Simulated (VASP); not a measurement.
Set up this calculation in VASP 6.6.1, as the native input.

* Task: single point
* Functional: PBEsol
* Potentials or basis: VASP PAW PBE potentials, release 64 (Zn, S)
* Cutoff: 520 eV
* k mesh: 6 × 6 × 4
* Occupations: gaussian, width 0.01 eV
* Spin: no spin polarisation
* Dipole correction: no
* Further INCAR settings: ALGO = Normal; EDIFF = 1e-06; NBANDS = 26

The structure of ZnS lies in POSCAR:

```
ZnS
1.0
    3.7229037479      0.0000000000      0.0000000000
   -1.8614518739      3.2241292215      0.0000000000
    0.0000000000      0.0000000000      6.1196863499
Zn S
2 2
Direct
    0.3333333333      0.6666666667      0.0057146018
    0.6666666667      0.3333333333      0.5057146018
    0.3333333333      0.6666666667      0.3792853982
    0.6666666667      0.3333333333      0.8792853982
```

These files were run (other wordings do the same):

INCAR

```
ALGO = Normal
EDIFF = 1E-6
ENCUT = 520
GGA = PS
ISIF = 2
ISMEAR = 0
LASPH = T
LCHARG = T
LELF = T
LREAL = F
LVHAR = T
LWAVE = F
NBANDS = 26
NELM = 100
PREC = Accurate
SIGMA = 0.01
```

KPOINTS

```
k-points
0
Gamma
  6 6 4
```

Potentials or basis: VASP PAW PBE potentials, release 64 (Zn, S).

Command:

```console
$ cat potpaw_PBE.64/Zn/POTCAR potpaw_PBE.64/S/POTCAR > POTCAR
$ mpirun -np 1 vasp_std > vasp.out
```

Results of the run:

| Item | Value |
| --- | --- |
| Pressure | 4.3 GPa |
| Band gap on the k mesh | 2.36 eV |

Caveat: the cell stands under pressure; the PAW data sets were made with another functional, which shifts forces and pressure a little.

It took 22 s on 1 thread of Intel(R) Xeon(R) Platinum 8488C (Sapphire Rapids), with other jobs on the host, peak memory 0.2 GiB.
